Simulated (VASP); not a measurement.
Write the native input for VASP 6.6.1 that does the following.

* Task: single point
* Functional: PBEsol
* Potentials or basis: VASP PAW PBE potentials, release 64 (W_sv)
* Cutoff: 520 eV
* k mesh: 26 × 26 × 26
* Occupations: gaussian, width 0.15 eV
* Spin: no spin polarisation
* Dipole correction: no
* Further INCAR settings: ALGO = Fast; EDIFF = 1e-06; NBANDS = 13

The structure of W lies in POSCAR:

```
W
1.0
   -1.5298647342      1.5298647342      1.5535224363
    1.5298647342     -1.5298647342      1.5535224363
    1.5298647342      1.5298647342     -1.5535224363
W
1
Direct
    0.0000000000      0.0000000000      0.0000000000
```

This cell differs from its parent crystal: strain -0.030 along x and y, -0.015 along z.

The input as run:

INCAR

```
ALGO = Fast ; EDIFF = 1E-6
ENCUT = 520 ; GGA = PS
ISIF = 2 ; ISMEAR = 0
LASPH = T ; LCHARG = F
LREAL = F ; LWAVE = F
NBANDS = 13 ; NELM = 80
PREC = Accurate ; SIGMA = 0.15
```

KPOINTS

```
k-points
0
Gamma
  26 26 26
```

Potentials or basis: VASP PAW PBE potentials, release 64 (W_sv).

Launch:

```bash
$ cat potpaw_PBE.64/W_sv/POTCAR > POTCAR
$ mpirun -np 1 vasp_std > vasp.out
```

Results of the run:

The pressure is 29.9 GPa. The band gap on the k mesh is zero (bands 7 and 8 overlap by 7.05 eV).

Caveat: the cell differs from its parent crystal (strain -0.030 along x and y, -0.015 along z); the stress differs along the axes, from 26 to 32 GPa; the PAW data sets were made with another functional, which shifts forces and pressure a little; spin-orbit coupling is left out, which moves the levels of the heavy elements.

Wall time 6.9 min on 1 thread of Intel Xeon 8259CL (shared host), peak memory 0.3 GiB.
